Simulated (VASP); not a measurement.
**ZnS: single point with PBE**

The system is ZnS.

```
CELL_PARAMETERS angstrom
0.00000 2.64991 2.64991
2.64991 0.00000 2.64991
2.64991 2.64991 0.00000
ATOMIC_POSITIONS crystal
Zn 0.00000 0.00000 0.00000
S 0.75000 0.75000 0.75000
```

This cell differs from its parent crystal: volume scaled by 0.9405.

| Quantity | Value |
| --- | --- |
| Program | VASP 6.6.1 |
| Task | single point |
| Functional | PBE |
| Potentials or basis | VASP PAW PBE potentials, release 64 (Zn, S) |
| Cutoff | 520 eV |
| k mesh | 9 × 9 × 9 |
| Occupations | fermi-dirac, width 0.01 eV |
| Spin | no spin polarisation |
| Dipole correction | no |
| Further INCAR settings | ALGO = Normal; EDIFF = 1e-07; NBANDS = 16 |

```json
{"Pressure": "6.9 GPa", "Band gap on the k mesh": "2.38 eV, direct"}
```

Levels at points of the mesh, in eV from the valence-band top:
| k point | band 6 | band 7 | band 8 | band 9 | band 10 | band 11 | band 12 | band 13 |
| --- | --- | --- | --- | --- | --- | --- | --- | --- |
| (0.00, 0.00, 0.00) | -6.02 | 0.00 | 0.00 | 0.00 | 2.38 | 6.35 | 6.35 | 6.35 |

Run time: 12 s on 1 thread of Intel Xeon 6975P-C, with other jobs on the host, peak memory 0.16 GiB.
